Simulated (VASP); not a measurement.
Runs of VASP 6.6.1 on Nb. The structure is that of space group P6_3/mmc (No. 194), or close to it. The cells are those of the table. This isn't the form of Nb at room conditions, which is bcc.

```csv
cell,k mesh,gap on the mesh (eV),pressure (GPa)
"a = 2.752, b = 2.752, c = 10.123 Å, angles 90.0, 90.0, 120.0°, 4 atoms",14 × 14 × 4,none,16.6
"a = 2.791, b = 2.791, c = 10.268 Å, angles 90.0, 90.0, 120.0°, 4 atoms",14 × 14 × 4,none,(b)
"a = 2.867, b = 2.867, c = 10.546 Å, angles 90.0, 90.0, 120.0°, 4 atoms",14 × 14 × 4,none,-6.5
"a = 2.711, b = 2.711, c = 9.975 Å, angles 90.0, 90.0, 120.0°, 4 atoms",14 × 14 × 4,none,27.7
"a = 2.829, b = 2.829, c = 10.409 Å, angles 90.0, 90.0, 120.0°, 4 atoms",12 × 12 × 4,none,(a)
"a = 2.829, b = 2.829, c = 10.409 Å, angles 90.0, 90.0, 120.0°, 4 atoms",14 × 14 × 4,none,-0.2
```

Alike in all rows: task single point; level PBEsol; potentials or basis VASP PAW PBE potentials, release 64 (Nb_sv); no spin polarisation; cutoff (eV) 520; smearing fermi-dirac 0.1 eV.

**Question.** Estimate the missing entries.

**Answer.** (a) -0.3; (b) 7.4.

Caveats: the PAW data sets were made with another functional, which shifts forces and pressure a little; the cell stands under pressure (at least some runs); the cell stands under tension (at least some runs).

A k mesh can miss the band edges, and the runs leave out spin-orbit coupling on Nb.

A gap of «none» marks levels without a gap at the run's occupations.
